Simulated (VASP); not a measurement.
# B24HN24 (a cell with a defect) in VASP: further runs

B24HN24 (a cell with a defect) is run at these levels: PBE; tasks: single point.

Everything below comes from runs of VASP 6.6.1. Logs are shortened: lines on timing, memory, paths and dates and some standing lists are left out, and cuts for length are marked.

## Step 1: The cell of the first run

The cell holds a defect, 49 atoms: a = 8.343 Å, b = 8.702 Å, c = 8.702 Å, α = 120.00°, β = 90.00°, γ = 90.00°.

## Step 2: Single point, PBE

INCAR reads:

```
  PREC = Accurate
  ENCUT = 520
  EDIFF = 1E-6
  ISMEAR = 0
  SIGMA = 0.01
  LREAL = Auto
  LASPH = T
  NELM = 80
  ALGO = Normal
  ISIF = 2
  LWAVE = F
  LCHARG = T
  GGA = PE
  LELF = T
  LVHAR = T
  NBANDS = 126
  NELECT = 192.0
```

KPOINTS reads:

```
regular mesh
0
Gamma
  2 2 2
```

POSCAR reads:

```
B24HN24
1.0
    0.0000000000      0.0000000000      8.3431635353
    7.5365434309     -4.3512253786      0.0000000000
    0.0000000000      8.7024507571      0.0000000000
B N H
24 24 1
Direct
    0.2045991494      0.0000000000      0.1682690372
    0.2128262093      0.5001654584      0.1669628380
    0.2070547581      0.3349069287      0.3349069287
    0.2128262093      0.1669628380      0.5001654584
    0.2070547581      0.0000000000      0.6650930713
    0.2128262093      0.8330371620      0.3332026205
    0.2128262093      0.6667973795      0.4998345416
    0.2128262093      0.4998345416      0.6667973795
    0.2128262093      0.3332026205      0.8330371620
    0.2045991494      0.1682690372      0.0000000000
    0.2045991494      0.8317309628      0.8317309628
    0.2070547581      0.6650930713      0.0000000000
    0.7954008506      0.1682690372      0.1682690372
    0.7871737907      0.6667973795      0.1669628380
    0.7871737907      0.5001654584      0.3332026205
    0.7871737907      0.3332026205      0.5001654584
    0.7871737907      0.1669628380      0.6667973795
    0.7929452419      0.0000000000      0.3349069287
    0.7871737907      0.8330371620      0.4998345416
    0.7929452419      0.6650930713      0.6650930713
    0.7871737907      0.4998345416      0.8330371620
    0.7929452419      0.3349069287      0.0000000000
    0.7954008506      0.0000000000      0.8317309628
    0.7954008506      0.8317309628      1.0000000000
    0.8013375861      0.0000000000      0.1665514792
    0.7878161859      0.5001312529      0.1665969105
    0.7882115789      0.3332578663      0.3332578663
    0.7878161859      0.1665969105      0.5001312529
    0.7882115789      0.0000000000      0.6667421337
    0.7878161859      0.8334030895      0.3335343424
    0.7878161859      0.6664656576      0.4998687471
    0.7878161859      0.4998687471      0.6664656576
    0.7878161859      0.3335343424      0.8334030895
    0.8013375861      0.1665514792      0.0000000000
    0.8013375861      0.8334485208      0.8334485208
    0.7882115789      0.6667421337      0.0000000000
    0.1986624139      0.1665514792      0.1665514792
    0.2121838141      0.6664656576      0.1665969105
    0.2121838141      0.5001312529      0.3335343424
    0.2121838141      0.3335343424      0.5001312529
    0.2121838141      0.1665969105      0.6664656576
    0.2117884211      0.0000000000      0.3332578663
    0.2121838141      0.8334030895      0.4998687471
    0.2117884211      0.6667421337      0.6667421337
    0.2121838141      0.4998687471      0.8334030895
    0.2117884211      0.3332578663      0.0000000000
    0.1986624139      0.0000000000      0.8334485208
    0.1986624139      0.8334485208      1.0000000000
    0.0000000000      0.0000000000      0.0000000000
```

Potentials or basis: VASP PAW PBE potentials, release 64 (B, N, H).

Started as:

```console
$ cat potpaw_PBE.64/B/POTCAR potpaw_PBE.64/N/POTCAR potpaw_PBE.64/H/POTCAR > POTCAR
$ mpirun -np 1 vasp_std > vasp.out
```

OUTCAR:

```text
PREC = Accurate
   ENCUT = 520
   EDIFF = 1E-6
   ISMEAR = 0
   LREAL = Auto
   LASPH = T
   NELM = 80
   ISIF = 2
   GGA = PE
   NELECT = 192.0

 ion  position               nearest neighbor table
   1  0.205  0.000  0.168-  42 1.44  48 1.46  37 1.46
   2  0.213  0.500  0.167-  38 1.45  39 1.45  46 1.45
   3  0.207  0.335  0.335-  40 1.44  39 1.44  37 1.47
   4  0.213  0.167  0.500-  41 1.45  40 1.45  42 1.45
   5  0.207  0.000  0.665-  43 1.44  41 1.44  47 1.47
   6  0.213  0.833  0.333-  43 1.45  38 1.45  42 1.45
[... 40 lines left out ...]
  47  0.199  0.000  0.833-  10 1.46  11 1.46   5 1.47
  48  0.199  0.833  0.000-  11 1.46   1 1.46  12 1.47
  49  0.000  0.000  0.000-

  LATTYP: Found a hexagonal cell.
 ALAT       =     8.7024507572
 C/A-ratio  =     0.9587142482

  Lattice vectors:

 A1 = (   7.5365434309,  -4.3512253786,   0.0000000000)
 A2 = (   0.0000000000,   8.7024507571,   0.0000000000)
 A3 = (   0.0000000000,   0.0000000000,   8.3431635353)

Analysis of symmetry for initial positions (statically):
=====================================================================
 Subroutine PRICEL returns:
 Original cell was already a primitive cell.

 Routine SETGRP: Setting up the symmetry group for a
 hexagonal supercell.

 Subroutine GETGRP returns: Found 12 space group operations
 (whereof 12 operations were pure point group operations)
 out of a pool of 24 trial point group operations.

The static configuration has the point symmetry D_3d.

Analysis of symmetry for dynamics (positions and initial velocities):
=====================================================================
 Subroutine PRICEL returns:
 Original cell was already a primitive cell.

 Routine SETGRP: Setting up the symmetry group for a
 hexagonal supercell.

 Subroutine GETGRP returns: Found 12 space group operations
 (whereof 12 operations were pure point group operations)
 out of a pool of 24 trial point group operations.

The dynamic configuration has the point symmetry D_3d.

 Subroutine INISYM returns: Found 12 space group operations
 (whereof 12 operations are pure point group operations),
 and found     1 'primitive' translations

----------------------------------------------------------------------------------------

                                     Primitive cell

  volume of cell :     547.1980

  direct lattice vectors                    reciprocal lattice vectors
     0.000000000  0.000000000  8.343163535     0.000000000  0.000000000  0.119858612
     7.536543431 -4.351225379  0.000000000     0.132686822  0.000000000  0.000000000
     0.000000000  8.702450757  0.000000000     0.066343411  0.114910159  0.000000000

  length of vectors
     8.343163535  8.702450757  8.702450757     0.119858612  0.132686822  0.132686822

  position of ions in fractional coordinates (direct lattice)
     0.204599149  0.000000000  0.168269037
     0.212826209  0.500165458  0.166962838
     0.207054758  0.334906929  0.334906929
     0.212826209  0.166962838  0.500165458
     0.207054758  0.000000000  0.665093071
     0.212826209  0.833037162  0.333202621
[... 41 lines left out ...]
     0.198662414  0.833448521  0.000000000
     0.000000000  0.000000000  0.000000000

  ion indices of the primitive-cell ions
   primitive index   ion index
                 1           1
                 2           2
                 3           3
                 4           4
                 5           5
                 6           6
[... 41 lines left out ...]
                48          48
                49          49

----------------------------------------------------------------------------------------

 KPOINTS: regular mesh

Automatic generation of k-mesh.
 Grid dimensions read from file:
 generate k-points for:    2    2    2

 Generating k-lattice:

  Cartesian coordinates                     Fractional coordinates (reciprocal lattice)
     0.000000000  0.000000000  0.059929306     0.500000000  0.000000000  0.000000000
     0.066343411  0.000000000  0.000000000     0.000000000  0.500000000  0.000000000
[... 43 lines left out ...]
 Gauss-broadening in eV      SIGMA  =   0.01
  energy-cutoff  :      520.00
  volume of cell :      547.20
 maximum number of plane-waves:     14755
 NGX is ok and might be reduce to    64
   NGX = 31   NGY = 33   NGZ = 33

 number of electron     191.9999996 magnetization

 Free energy of the ion-electron system (eV)
  ---------------------------------------------------
  ext. energy  EPLUGINS =         0.00000000
  ---------------------------------------------------
  free energy    TOTEN  =      -424.00332185 eV

  energy without entropy =     -424.00332185  energy(sigma->0) =     -424.00332185

 E-fermi :   0.6278     XC(G=0):  -8.5563

 val. band max:        0.5574053138   @ k =   0.5000   0.0000   0.0000
 cond. band min:       1.2589677268   @ k =   0.0000   0.0000   0.0000
 fundamental gap:      0.7015624129
 Fermi energy:         0.6277571135

 k-point     1 :       0.0000    0.0000    0.0000
  band No.  band energies     occupation
      1     -17.1319      2.00000
      2     -17.0030      2.00000
      3     -15.7742      2.00000
      4     -15.6394      2.00000
      5     -15.6394      2.00000
      6     -15.6324      2.00000
[... 100 lines left out ...]
    107       5.7330      0.00000
    108       5.7353      0.00000

 k-point     2 :       0.5000    0.0000    0.0000
  band No.  band energies     occupation
      1     -17.1282      2.00000
      2     -17.0068      2.00000
      3     -15.7717      2.00000
      4     -15.6368      2.00000
      5     -15.6368      2.00000
      6     -15.6350      2.00000
[... 100 lines left out ...]
    107       5.6324      0.00000
    108       6.0920      0.00000

 k-point     3 :       0.0000    0.5000    0.0000
  band No.  band energies     occupation
      1     -16.8233      2.00000
      2     -16.6766      2.00000
      3     -16.6391      2.00000
      4     -16.5439      2.00000
      5     -15.9585      2.00000
      6     -15.9421      2.00000
[... 100 lines left out ...]
    107       6.4162      0.00000
    108       6.6543      0.00000

 k-point     4 :       0.5000    0.5000    0.0000
  band No.  band energies     occupation
      1     -16.8203      2.00000
      2     -16.6799      2.00000
      3     -16.6353      2.00000
      4     -16.5479      2.00000
      5     -15.9554      2.00000
      6     -15.9392      2.00000
[... 100 lines left out ...]
    107       6.6200      0.00000
    108       6.6709      0.00000
 [bands above 108 left out]

------------------------ aborting loop because EDIFF is reached ----------------------------------------

  FORCE on cell =-STRESS in cart. coord.  units (eV):
  Direction    XX          YY          ZZ          XY          YZ          ZX
  --------------------------------------------------------------------------------------
  -------------------------------------------------------------------------------------
  Total       -4.1546723     -4.1546723     -7.3768423      0.0000000      0.0000000      0.0000000
  in kB      -12.1647396    -12.1647396    -21.5991444      0.0000000      0.0000000      0.0000000
  external PRESSURE =     -15.3095412 kB  Pullay stress =       0.0000000 kB

 VOLUME and BASIS-vectors are now :
 -----------------------------------------------------------------------------
  energy-cutoff  :      520.00
  volume of cell :      547.20
      direct lattice vectors                 reciprocal lattice vectors
     0.000000000  0.000000000  8.343163535     0.000000000  0.000000000  0.119858612
     7.536543431 -4.351225379  0.000000000     0.132686822  0.000000000  0.000000000
     0.000000000  8.702450757  0.000000000     0.066343411  0.114910159  0.000000000

 POSITION                                       TOTAL-FORCE (eV/Angst)
 -----------------------------------------------------------------------------------
      0.00000      1.46435      1.70700         0.000000      0.011563     -0.002808
      3.76952     -0.72335      1.77564         0.003661      0.000762      0.002543
      2.52404      1.45726      1.72749         0.003278      0.001892      0.002070
      1.25832      3.62617      1.77564         0.002490      0.002790      0.002543
      0.00000      5.78794      1.72749         0.000000     -0.003785      0.002070
      6.27822     -0.72505      1.77564        -0.002490      0.002790      0.002543
[... 41 lines left out ...]
      6.28132     -3.62652      1.65747         0.006099     -0.003521      0.000839
      0.00000      0.00000      0.00000         0.000000      0.000000      0.000000
 -----------------------------------------------------------------------------------
    total drift:                               -0.000000      0.000000      0.000000

  FREE ENERGIE OF THE ION-ELECTRON SYSTEM (eV)
  ---------------------------------------------------
  free  energy   TOTEN  =      -424.0033218474 eV

  energy  without entropy=     -424.0033218474  energy(sigma->0) =     -424.00332185
```

Wall time 16 min (1 thread of Oxide Virtual Turin-like, shared host); peak memory 0.69 GiB.

Results:

```
Free energy   : -424.0033 eV
Largest force : 0.012 eV/Å
```

Forces on the atoms (eV/Å):
```
B    0.000  0.012 -0.003
B    0.004  0.001  0.003
B    0.003  0.002  0.002
B    0.002  0.003  0.003
B    0.000 -0.004  0.002
B   -0.002  0.003  0.003
B   -0.001 -0.004  0.003
B   -0.004  0.001  0.003
B    0.001 -0.004  0.003
B    0.010 -0.006 -0.003
B   -0.010 -0.006 -0.003
B   -0.003  0.002  0.002
B    0.010  0.006  0.003
B   -0.001  0.004 -0.003
B    0.004 -0.001 -0.003
B    0.001  0.004 -0.003
B    0.002 -0.003 -0.003
B    0.000  0.004 -0.002
B   -0.002 -0.003 -0.003
B   -0.003 -0.002 -0.002
B   -0.004 -0.001 -0.003
B    0.003 -0.002 -0.002
B    0.000 -0.012  0.003
B   -0.010  0.006  0.003
N    0.000 -0.007 -0.001
N   -0.003 -0.001  0.001
N   -0.004 -0.002 -0.002
N   -0.002 -0.002  0.001
N    0.000  0.004 -0.002
N    0.002 -0.002  0.001
N    0.001  0.003  0.001
N    0.003 -0.001  0.001
N   -0.001  0.003  0.001
N   -0.006  0.004 -0.001
N    0.006  0.004 -0.001
N    0.004 -0.002 -0.002
N   -0.006 -0.004  0.001
N    0.001 -0.003 -0.001
N   -0.003  0.001 -0.001
N   -0.001 -0.003 -0.001
N   -0.002  0.002 -0.001
N    0.000 -0.004  0.002
N    0.002  0.002 -0.001
N    0.004  0.002  0.002
N    0.003  0.001 -0.001
N   -0.004  0.002  0.002
N    0.000  0.007  0.001
N    0.006 -0.004  0.001
H    0.000  0.000  0.000
```

Levels at points of the mesh, in eV from the Fermi level:
```csv
k point,band 94,band 95,band 96,band 97,band 98,band 99
"(0.00, 0.00, 0.00)",-0.08,-0.07,-0.07,0.63,4.41,4.41
"(0.50, 0.00, 0.00)",-0.08,-0.07,-0.07,0.69,4.45,4.45
"(0.00, 0.50, 0.00)",-0.69,-0.55,-0.36,0.84,4.60,4.64
"(0.50, 0.50, 0.00)",-0.66,-0.56,-0.39,0.90,4.65,4.67
```

Caveat: the cell carries a net charge on a neutralising background, which shifts energy and pressure; the cell is charged against a uniform background, so pressure and absolute levels hang on convention.

## Step 3: Single point, PBE

INCAR reads:

```
SYSTEM = B24HN24
PREC     = Accurate       ! precision mode
ENCUT    = 520            ! plane-wave cutoff, eV
EDIFF    = 1E-7           ! SCF threshold, eV
ISMEAR   = 0              ! smearing method
SIGMA    = 0.01           ! smearing width, eV
LREAL    = Auto         
LASPH    = .TRUE.         ! aspherical terms in the spheres
NELM     = 80             ! most SCF steps
ALGO     = Normal         ! electronic algorithm
ISIF     = 2              ! what is computed and relaxed
LWAVE    = .FALSE.        ! write WAVECAR
LCHARG   = .FALSE.        ! write CHGCAR
GGA      = PE             ! functional
NELECT   = 194.0        
NBANDS   = 126            ! bands
```

KPOINTS reads:

```
Automatic mesh
0
G
  2 2 2
  0 0 0
```

POSCAR reads:

```
B24HN24
1.0
    0.0000000000      0.0000000000      8.3431635353
    7.5365434309     -4.3512253786      0.0000000000
    0.0000000000      8.7024507571      0.0000000000
B N H
24 24 1
Direct
    0.2767335003      0.0000000000      0.1653737248
    0.2729415004      0.4996441907      0.1664505962
    0.2781849959      0.3325267607      0.3325267607
    0.2729415004      0.1664505962      0.4996441907
    0.2781849959      0.0000000000      0.6674732393
    0.2729415004      0.8335494038      0.3331935946
    0.2729415004      0.6668064054      0.5003558093
    0.2729415004      0.5003558093      0.6668064054
    0.2729415004      0.3331935946      0.8335494038
    0.2767335003      0.1653737248      0.0000000000
    0.2767335003      0.8346262752      0.8346262752
    0.2781849959      0.6674732393      0.0000000000
    0.7232664997      0.1653737248      0.1653737248
    0.7270584996      0.6668064054      0.1664505962
    0.7270584996      0.4996441907      0.3331935946
    0.7270584996      0.3331935946      0.4996441907
    0.7270584996      0.1664505962      0.6668064054
    0.7218150041      0.0000000000      0.3325267607
    0.7270584996      0.8335494038      0.5003558093
    0.7218150041      0.6674732393      0.6674732393
    0.7270584996      0.5003558093      0.8335494038
    0.7218150041      0.3325267607      0.0000000000
    0.7232664997      0.0000000000      0.8346262752
    0.7232664997      0.8346262752      1.0000000000
    0.7134760992      0.0000000000      0.1674289477
    0.7264404747      0.5001341041      0.1666590966
    0.7268232647      0.3329881940      0.3329881940
    0.7264404747      0.1666590966      0.5001341041
    0.7268232647      0.0000000000      0.6670118060
    0.7264404747      0.8333409034      0.3334750075
    0.7264404747      0.6665249925      0.4998658959
    0.7264404747      0.4998658959      0.6665249925
    0.7264404747      0.3334750075      0.8333409034
    0.7134760992      0.1674289477      0.0000000000
    0.7134760992      0.8325710523      0.8325710523
    0.7268232647      0.6670118060      0.0000000000
    0.2865239008      0.1674289477      0.1674289477
    0.2735595253      0.6665249925      0.1666590966
    0.2735595253      0.5001341041      0.3334750075
    0.2735595253      0.3334750075      0.5001341041
    0.2735595253      0.1666590966      0.6665249925
    0.2731767353      0.0000000000      0.3329881940
    0.2735595253      0.8333409034      0.4998658959
    0.2731767353      0.6670118060      0.6670118060
    0.2735595253      0.4998658959      0.8333409034
    0.2731767353      0.3329881940      0.0000000000
    0.2865239008      0.0000000000      0.8325710523
    0.2865239008      0.8325710523      1.0000000000
    0.0000000000      0.0000000000      0.0000000000
```

Potentials or basis: VASP PAW PBE potentials, release 64 (B, N, H).

Started as:

```console
$ cat potpaw_PBE.64/B/POTCAR potpaw_PBE.64/N/POTCAR potpaw_PBE.64/H/POTCAR > POTCAR
$ mpirun -np 1 vasp_std > vasp.out
```

It took 13 min on 1 thread of Oxide Virtual Turin-like, shared host; peak memory 0.7 GiB.

Results (log left out):

* Free energy: -420.1196 eV
* Largest force: 0.009 eV/Å

Forces on the atoms (eV/Å):
```
B    0.000 -0.001 -0.003
B    0.002 -0.001 -0.008
B    0.004  0.003 -0.008
B    0.000  0.002 -0.008
B    0.000 -0.005 -0.008
B    0.000  0.002 -0.008
B   -0.002 -0.001 -0.008
B   -0.002 -0.001 -0.008
B    0.002 -0.001 -0.008
B   -0.001  0.000 -0.003
B    0.001  0.000 -0.003
B   -0.004  0.003 -0.008
B   -0.001  0.000  0.003
B   -0.002  0.001  0.008
B    0.002  0.001  0.008
B    0.002  0.001  0.008
B    0.000 -0.002  0.008
B    0.000  0.005  0.008
B    0.000 -0.002  0.008
B   -0.004 -0.003  0.008
B   -0.002  0.001  0.008
B    0.004 -0.003  0.008
B    0.000  0.001  0.003
B    0.001  0.000  0.003
N    0.000 -0.001 -0.005
N   -0.003  0.001 -0.003
N    0.002  0.001 -0.005
N   -0.001 -0.003 -0.003
N    0.000 -0.002 -0.005
N    0.001 -0.003 -0.003
N    0.002  0.003 -0.003
N    0.003  0.001 -0.003
N   -0.002  0.003 -0.003
N    0.000  0.000 -0.005
N    0.000  0.000 -0.005
N   -0.002  0.001 -0.005
N    0.000  0.000  0.005
N    0.002 -0.003  0.003
N   -0.003 -0.001  0.003
N   -0.002 -0.003  0.003
N   -0.001  0.003  0.003
N    0.000  0.002  0.005
N    0.001  0.003  0.003
N   -0.002 -0.001  0.005
N    0.003 -0.001  0.003
N    0.002 -0.001  0.005
N    0.000  0.001  0.005
N    0.000  0.000  0.005
H    0.000  0.000  0.000
```

Levels at points of the mesh, in eV from the Fermi level:
| k point | band 95 | band 96 | band 97 | band 98 | band 99 | band 100 |
| --- | --- | --- | --- | --- | --- | --- |
| (0.00, 0.00, 0.00) | -3.14 | -3.14 | -0.34 | 1.34 | 1.34 | 1.43 |
| (0.50, 0.00, 0.00) | -3.14 | -3.14 | -0.10 | 1.40 | 1.40 | 1.48 |
| (0.00, 0.50, 0.00) | -3.61 | -3.49 | -0.26 | 1.45 | 1.60 | 1.79 |
| (0.50, 0.50, 0.00) | -3.66 | -3.53 | -0.06 | 1.51 | 1.61 | 1.69 |

Caveat: the cell carries a net charge on a neutralising background, which shifts energy and pressure; the cell is charged against a uniform background, so pressure and absolute levels hang on convention.
